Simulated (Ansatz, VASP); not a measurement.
## One calculation of Ag, two programs

```
Ag
1.0
     2.88620    0.00000    0.00000
    -1.44310    2.49952    0.00000
     0.00000    0.00000    9.90000
Ag
4
Cartesian
  0.0000 1.6663 2.4750
  1.4431 0.8332 7.4250
  0.0000 0.0000 0.0000
  0.0000 0.0000 4.9500
```

Change from the starting cell: zz strain of -1 %.

Alike in both runs: task single point; functional PBE; k mesh 14 × 14 × 4; occupations fermi-dirac, width 0.08 eV; no spin polarisation.

|  | VASP | Ansatz |
| --- | --- | --- |
| version | VASP 6.6.1 | Ansatz 0.2.0 |
| potentials or method | VASP PAW PBE potentials, release 64 (Ag), cutoff 520 eV | all-electron LAPW, scalar-relativistic |

Ansatz gave:

```
pressure (GPa)                                                : 0.4
traceless stress, the component that is largest in VASP (GPa) : -2.90
```

Problem. Which values does VASP return?

Solution. Pressure (GPa): 0.3; traceless stress, the component that is largest in VASP (GPa): -2.89.

Ansatz ran all-electron here, and VASP with PAW potentials.
